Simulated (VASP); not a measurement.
# ZrB2 (P6/mmm) in VASP: further runs

The runs below take ZrB2 through single point, relaxation of cell and atoms, with PBE.

Everything below comes from runs of VASP 6.6.1. Logs are shortened: lines on timing, memory, paths and dates and some standing lists are left out, and cuts for length are marked.

## (1) The cell of the first run

It takes space group P6/mmm (No. 191, hexagonal). The conventional cell has a = 3.171 Å, b = 3.171 Å, c = 3.542 Å, α = 90.00°, β = 90.00°, γ = 120.00°. Within 3.4 Å of Zr (site symmetry 6/mmm) lie 12 B at 2.55 Å and 6 Zr at 3.17 Å. Within 2.4 Å of B (site symmetry -6m2) lie 3 B at 1.83 Å.

## (2) Single point, PBE

Contents of INCAR:

```
SYSTEM = ZrB2
  PREC = Accurate
  ENCUT = 520
  EDIFF = 1E-6
  ISMEAR = 0
  SIGMA = 0.05
  LREAL = .False.
  LASPH = .True.
  NELM = 60
  ALGO = Normal
  ISIF = 2
  LWAVE = .False.
  LCHARG = .True.
  GGA = PE
  LELF = .True.
  LVHAR = .True.
  NBANDS = 16
```

Contents of KPOINTS:

```
regular mesh
0
Gamma
  14 14 12
  0 0 0
```

Contents of POSCAR:

```
ZrB2
1.0
    3.1711983625      0.0000000000      0.0000000000
   -1.5855991813      2.7463383424      0.0000000000
    0.0000000000      0.0000000000      3.5420340349
Zr B
1 2
Direct
    0.0000000000      0.0000000000      0.0000000000
    0.3333333333      0.6666666667      0.5000000000
    0.6666666667      0.3333333333      0.5000000000
```

Potentials or basis: VASP PAW PBE potentials, release 64 (Zr_sv, B).

Run with:

```console
$ cat potpaw_PBE.64/Zr_sv/POTCAR potpaw_PBE.64/B/POTCAR > POTCAR
$ mpirun -np 1 vasp_std > vasp.out
```

OUTCAR:

```text
SYSTEM = ZrB2
   PREC = Accurate
   ENCUT = 520
   EDIFF = 1E-6
   ISMEAR = 0
   LREAL = .False.
   LASPH = .True.
   NELM = 60
   ISIF = 2
   GGA = PE

 ion  position               nearest neighbor table
   1  0.000  0.000  0.000-   2 2.55   3 2.55   2 2.55   3 2.55   3 2.55   3 2.55   2 2.55   2 2.55
                             3 2.55   3 2.55   2 2.55   2 2.55
   2  0.333  0.667  0.500-   3 1.83   3 1.83   3 1.83   1 2.55   1 2.55   1 2.55   1 2.55   1 2.55
                             1 2.55
   3  0.667  0.333  0.500-   2 1.83   2 1.83   2 1.83   1 2.55   1 2.55   1 2.55   1 2.55   1 2.55
                             1 2.55

  LATTYP: Found a hexagonal cell.
 ALAT       =     3.1711983625
 C/A-ratio  =     1.1169386554

  Lattice vectors:

 A1 = (   3.1711983625,   0.0000000000,   0.0000000000)
 A2 = (  -1.5855991813,   2.7463383424,   0.0000000000)
 A3 = (   0.0000000000,   0.0000000000,   3.5420340349)

Analysis of symmetry for initial positions (statically):
=====================================================================
 Subroutine PRICEL returns:
 Original cell was already a primitive cell.

 Routine SETGRP: Setting up the symmetry group for a
 hexagonal supercell.

 Subroutine GETGRP returns: Found 24 space group operations
 (whereof 24 operations were pure point group operations)
 out of a pool of 24 trial point group operations.

The static configuration has the point symmetry D_6h.

Analysis of symmetry for dynamics (positions and initial velocities):
=====================================================================
 Subroutine PRICEL returns:
 Original cell was already a primitive cell.

 Routine SETGRP: Setting up the symmetry group for a
 hexagonal supercell.

 Subroutine GETGRP returns: Found 24 space group operations
 (whereof 24 operations were pure point group operations)
 out of a pool of 24 trial point group operations.

The dynamic configuration has the point symmetry D_6h.

 Subroutine INISYM returns: Found 24 space group operations
 (whereof 24 operations are pure point group operations),
 and found     1 'primitive' translations

----------------------------------------------------------------------------------------

                                     Primitive cell

  volume of cell :      30.8482

  direct lattice vectors                    reciprocal lattice vectors
     3.171198363  0.000000000  0.000000000     0.315338205  0.182060598  0.000000000
    -1.585599181  2.746338342  0.000000000     0.000000000  0.364121195  0.000000000
     0.000000000  0.000000000  3.542034035     0.000000000  0.000000000  0.282323656

  length of vectors
     3.171198363  3.171198363  3.542034035     0.364121195  0.364121195  0.282323656

  position of ions in fractional coordinates (direct lattice)
     0.000000000  0.000000000  0.000000000
     0.333333333  0.666666667  0.500000000
     0.666666667  0.333333333  0.500000000

  ion indices of the primitive-cell ions
   primitive index   ion index
                 1           1
                 2           2
                 3           3

----------------------------------------------------------------------------------------

 KPOINTS: regular mesh

Automatic generation of k-mesh.
 Grid dimensions read from file:
 generate k-points for:   14   14   12

 Generating k-lattice:

  Cartesian coordinates                     Fractional coordinates (reciprocal lattice)
     0.022524158  0.013004328  0.000000000     0.071428571  0.000000000  0.000000000
     0.000000000  0.026008657  0.000000000     0.000000000  0.071428571  0.000000000
     0.000000000  0.000000000  0.023526971     0.000000000  0.000000000  0.083333333

  Length of vectors
     0.026008657  0.026008657  0.023526971

  Shift w.r.t. Gamma in fractional coordinates (k-lattice)
     0.000000000  0.000000000  0.000000000

 Subroutine IBZKPT returns following result:
 ===========================================

 Found    168 irreducible k-points:

 Following reciprocal coordinates:
            Coordinates               Weight
  0.000000  0.000000  0.000000      1.000000
  0.071429  0.000000  0.000000      6.000000
  0.142857  0.000000  0.000000      6.000000
  0.214286  0.000000  0.000000      6.000000
  0.285714  0.000000  0.000000      6.000000
  0.357143  0.000000  0.000000      6.000000
[... 16 lines left out ...]
  0.285714  0.285714  0.000000      6.000000
  0.357143  0.285714  0.000000      6.000000
 [... further k-points ...]
   k-points           NKPTS =    168   k-points in BZ     NKDIM =    168   number of bands    NBANDS=     16
   number of dos      NEDOS =    301   number of ions     NIONS =      3
   total plane-waves  NPLWV =  16128
   dimension x,y,z NGX =    24 NGY =   24 NGZ =   28
   dimension x,y,z NGXF=    48 NGYF=   48 NGZF=   56
   ions per type =               1   2
   NGX,Y,Z   is equivalent  to a cutoff of  12.58, 12.58, 13.14 a.u.
   NGXF,Y,Z  is equivalent  to a cutoff of  25.16, 25.16, 26.28 a.u.
 SYSTEM =  ZrB2
   PREC   = accura    normal or accurate (medium, high low for compatibility)
   ISTART =      0    job   : 0-new  1-cont  2-samecut
   ICHARG =      2    charge: 1-file 2-atom 10-const
   ISPIN  =      1    spin polarized calculation?
   LNONCOLLINEAR =      F non collinear calculations
   LSORBIT =      F    spin-orbit coupling
   LASPH  =      T    aspherical Exc in radial PAW
   ENCUT  =  520.0 eV  38.22 Ry    6.18 a.u.   5.90  5.90  6.59*2*pi/ulx,y,z
   NELM   =     60;   NELMIN=  2; NELMDL= -5     # of ELM steps
   EDIFF  = 0.1E-05   stopping-criterion for ELM
   LREAL  =      F    real-space projection
   EDIFFG = 0.1E-04   stopping-criterion for IOM
   NSW    =      0    number of steps for IOM
   IBRION =     -1    ionic relax: 0-MD 1-quasi-New 2-CG
   NFREE  =      0    steps in history (QN), initial steepest desc. (CG)
   ISIF   =      2    stress and relaxation
   ISYM   =      2    0-nonsym 1-usesym 2-fastsym
   POTIM  = 0.5000    time-step for ionic-motion
   TEBEG  =    0.0;   TEEND  =   0.0 temperature during run
   PSTRESS=    0.0 pullay stress
   NELECT =      18.0000    total number of electrons
   NUPDOWN=      -1.0000    fix difference up-down
   EMIN   =  10.00;   EMAX   =-10.00  energy-range for DOS
   EFERMI =   0.00;   METHOD = LEGACY
   ISMEAR =     0;   SIGMA  =   0.05  broadening in eV -4-tet -1-fermi 0-gaus
   EFERMI_NEDOS =   21; number of points for ismear=-14 and -15
   IALGO  =     38    algorithm
   IMIX   =      4    mixing-type and parameters
     AMIX     =   0.40;   BMIX     =  1.00
     AMIX_MAG =   1.60;   BMIX_MAG =  1.00
  volume/ion in A,a.u.               =      10.28        69.39
  Fermi-wavevector in a.u.,A,eV,Ry     =   1.368009  2.585162 25.462603  1.871448
  Thomas-Fermi vector in A             =   2.494011
   LORBIT       =      0    0 simple, 1 ext, 2 COOP (PROOUT), +10 PAW based schemes
   GGA     = PE    functional components
   LHFCALC =     F    Hartree Fock is set to
   AEXX    =    0.0000 exact exchange contribution
   IVDW    =     0    specifies the selected vdW correction
   LEPSILON=     F    determine dielectric tensor
   LRPA    =     F    only Hartree local field effects (RPA)
 non-spin polarized calculation
 Gauss-broadening in eV      SIGMA  =   0.05
  energy-cutoff  :      520.00
  volume of cell :       30.85
 maximum number of plane-waves:       848
 NGX is ok and might be reduce to    24
   NGX = 11   NGY = 11   NGZ = 13

 number of electron      18.0000000 magnetization

 Free energy of the ion-electron system (eV)
  ---------------------------------------------------
  ext. energy  EPLUGINS =         0.00000000
  ---------------------------------------------------
  free energy    TOTEN  =       -24.97780833 eV

  energy without entropy =      -24.97750989  energy(sigma->0) =      -24.97765911

 E-fermi :  10.5011     XC(G=0): -12.4274

 val. band max:       10.4830340762   @ k =   0.3571   0.2143   0.0000
 cond. band min:      10.5506309407   @ k =   0.0000   0.0000   0.2500
 fundamental gap:      0.0675968645
 Fermi energy:        10.5010887230

 k-point     1 :       0.0000    0.0000    0.0000
  band No.  band energies     occupation
      1     -38.1570      2.00000
      2     -16.3443      2.00000
      3     -15.7896      2.00000
      4     -15.7896      2.00000
      5      -2.2287      2.00000
      6       7.8799      2.00000
[... 8 lines left out ...]
     15      15.6344      0.00000
     16      15.6344      0.00000

 k-point     2 :       0.0714    0.0000    0.0000
  band No.  band energies     occupation
      1     -38.1513      2.00000
      2     -16.3359      2.00000
      3     -15.8392      2.00000
      4     -15.8003      2.00000
      5      -2.1266      2.00000
      6       7.5737      2.00000
[... 8 lines left out ...]
     15      16.0700      0.00000
     16      16.3394      0.00000

 k-point     3 :       0.1429    0.0000    0.0000
  band No.  band energies     occupation
      1     -38.1355      2.00000
      2     -16.3123      2.00000
      3     -15.9760      2.00000
      4     -15.8303      2.00000
      5      -1.8290      2.00000
      6       6.8124      2.00000
[... 8 lines left out ...]
     15      16.9227      0.00000
     16      17.3603      0.00000

 k-point     4 :       0.2143    0.0000    0.0000
  band No.  band energies     occupation
      1     -38.1125      2.00000
      2     -16.2778      2.00000
      3     -16.1682      2.00000
      4     -15.8732      2.00000
      5      -1.3581      2.00000
      6       5.8432      2.00000
[... 8 lines left out ...]
     15      17.3051      0.00000
     16      18.4199      0.00000
[... 324 lines left out ...]
 k-point    22 :       0.3571    0.2143    0.0000
  band No.  band energies     occupation
      1     -38.0326      2.00000
      2     -16.5918      2.00000
      3     -16.2313      2.00000
      4     -16.1583      2.00000
      5       1.8122      2.00000
      6       2.7078      2.00000
[... 8 lines left out ...]
     15      19.8170      0.00000
     16      20.4160      0.00000

 k-point    23 :       0.2857    0.2857    0.0000
  band No.  band energies     occupation
      1     -38.0314      2.00000
      2     -16.5396      2.00000
      3     -16.2990      2.00000
      4     -16.1564      2.00000
      5       1.7567      2.00000
      6       3.2118      2.00000
[... 8 lines left out ...]
     15      20.5572      0.00000
     16      21.2114      0.00000

 k-point    24 :       0.3571    0.2857    0.0000
  band No.  band energies     occupation
      1     -38.0277      2.00000
      2     -16.5082      2.00000
      3     -16.3662      2.00000
      4     -16.1510      2.00000
      5       2.5158      2.00000
      6       2.6614      2.00000
[... 8 lines left out ...]
     15      21.3184      0.00000
     16      21.7502      0.00000

 [... further k-points ...]
[... 5 lines left out ...]
  --------------------------------------------------------------------------------------
  -------------------------------------------------------------------------------------
  Total        0.0227034      0.0227034      0.0362717     -0.0000000      0.0000000      0.0000000
  in kB        1.1791586      1.1791586      1.8838575     -0.0000000      0.0000000      0.0000000
  external PRESSURE =       1.4140582 kB  Pullay stress =       0.0000000 kB

 VOLUME and BASIS-vectors are now :
 -----------------------------------------------------------------------------
  energy-cutoff  :      520.00
  volume of cell :       30.85
      direct lattice vectors                 reciprocal lattice vectors
     3.171198363  0.000000000  0.000000000     0.315338205  0.182060598  0.000000000
    -1.585599181  2.746338342  0.000000000     0.000000000  0.364121195  0.000000000
     0.000000000  0.000000000  3.542034035     0.000000000  0.000000000  0.282323656

 POSITION                                       TOTAL-FORCE (eV/Angst)
 -----------------------------------------------------------------------------------
      0.00000      0.00000      0.00000         0.000000      0.000000      0.000000
     -0.00000      1.83089      1.77102        -0.000000      0.000000      0.000000
      1.58560      0.91545      1.77102         0.000000      0.000000     -0.000000
 -----------------------------------------------------------------------------------
    total drift:                               -0.000000      0.000000      0.000000

  FREE ENERGIE OF THE ION-ELECTRON SYSTEM (eV)
  ---------------------------------------------------
  free  energy   TOTEN  =       -24.9778083250 eV

  energy  without entropy=      -24.9775098886  energy(sigma->0) =      -24.97765911
```

Run time: 23 s. Hardware: 1 thread of Intel Xeon 6975P-C (Granite Rapids), shared host; peak memory 0.2 GiB.

What came out:

* Free energy: -24.9778 eV
* Pressure: 0.1 GPa
* Band gap on the k mesh: zero (band 9 reaches 11.27 eV, above the bottom of band 10 at 10.29 eV)

## (3) Relaxation of cell and atoms, PBE

This run uses another cell than the first one, of 10.25 Å³/atom, 0.997 times its volume.

Contents of INCAR:

```
SYSTEM = ZrB2
PREC = Accurate
ENCUT = 600
EDIFF = 1E-6
ISMEAR = 0
SIGMA = 0.05
LREAL = .FALSE.
LASPH = .TRUE.
NELM = 80
ALGO = Normal
ISIF = 3
LWAVE = .FALSE.
LCHARG = .FALSE.
GGA = PE
IBRION = 2
NSW = 80
EDIFFG = -0.01
```

Contents of KPOINTS:

```
Automatic mesh
0
G
  14 14 12
  0 0 0
```

Contents of POSCAR:

```
ZrB2
1.0
    3.1700000000      0.0000000000      0.0000000000
   -1.5850000000      2.7453005300      0.0000000000
    0.0000000000      0.0000000000      3.5330000000
Zr B
1 2
Direct
    0.0000000000      0.0000000000      0.0000000000
    0.3333333333      0.6666666667      0.5000000000
    0.6666666667      0.3333333333      0.5000000000
```

Potentials or basis: VASP PAW PBE potentials, release 64 (Zr_sv, B).

Run with:

```console
$ cat potpaw_PBE.64/Zr_sv/POTCAR potpaw_PBE.64/B/POTCAR > POTCAR
$ mpirun -np 1 vasp_std > vasp.out
```

Wall time 6.2 min (1 thread of AMD EPYC 7R13, shared host); peak memory 0.2 GiB.

The run converged. Its results:

```
Free energy                            : -24.9795 eV
Relaxed volume                         : 10.29 Å³/atom
Relaxed cell                           : a = 3.171 Å, b = 3.171 Å, c = 3.543 Å, α = 90.00°, β = 90.00°, γ = 120.00°
Space group after relaxing (to 0.05 Å) : P6/mmm (No. 191)
Energy gained by relaxing              : 0.2 meV/atom
Ionic steps                            : 4
Pressure after relaxing                : 0.0 GPa
Band gap on the k mesh                 : zero (band 9 reaches 11.26 eV, above the bottom of band 10 at 10.29 eV)
```

Step by step:
```csv
step,energy change (eV),largest force (eV/Å),pressure (GPa),volume (Å³)
1,0.0000,0.0000,0.92,30.75
2,0.0000,0.0000,-1.08,31.01
3,-0.0004,0.0000,-0.08,30.87
4,-0.0005,0.0000,0.00,30.86
```

Final structure:
```
CELL_PARAMETERS angstrom
3.17147 0.00000 0.00000
-1.58574 2.74657 0.00000
0.00000 0.00000 3.54334
ATOMIC_POSITIONS crystal
Zr 0.00000 0.00000 0.00000
B 0.33333 0.66667 0.50000
B 0.66667 0.33333 0.50000
```

Levels at points of the mesh, in eV from the Fermi level:
```
           k point  band 5  band 6  band 7  band 8  band 9  band 10  band 11  band 12  band 13
(0.00, 0.00, 0.00)  -12.73   -2.62   -2.62   -2.59   -2.38     3.37     3.37     4.13     4.13
(0.50, 0.00, 0.00)   -8.96   -8.52   -3.91   -3.06   -2.68     2.20     2.28     4.91     4.96
(0.00, 0.00, 0.50)  -10.72   -6.96   -0.97   -0.97    0.34     0.34     0.77     0.77     1.77
(0.50, 0.00, 0.50)   -9.92   -7.01   -4.60   -4.12   -2.02     3.68     4.05     5.27     6.16
```

PBE usually gives volumes a little too large and moduli too small. Zero-point motion and thermal expansion aren't in these numbers.
